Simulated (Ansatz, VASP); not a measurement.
**Y: VASP beside Ansatz**

```
Y
1.0
     5.87761    0.00000    0.00000
    -2.93880    5.09016    0.00000
     0.00000    0.00000    3.66836
Y
3
Direct
  0.00000 0.00000 0.00000
  0.33333 0.66667 0.50000
  0.66667 0.33333 0.50000
```

Alike in both runs: task single point; functional RPBE; k mesh 7 × 7 × 10; occupations fermi-dirac, width 0.1 eV; no spin polarisation.

|  | VASP | Ansatz |
| --- | --- | --- |
| version | VASP 6.6.1 | Ansatz 0.2.0 |
| potentials or method | VASP PAW PBE potentials, release 64 (Y_sv), cutoff 520 eV | plane waves (420 eV) with PAW, scalar-relativistic |
| valence electrons in the cell | 33 | 33 |

Ansatz gave:

* pressure (GPa): -2.5
* traceless stress, the component that is largest in VASP (GPa): 0.09

Question: What did VASP give for the same quantities?

Answer: Pressure (GPa): -2.6; traceless stress, the component that is largest in VASP (GPa): 0.10.

VASP's potentials were made for PBE, not for RPBE.
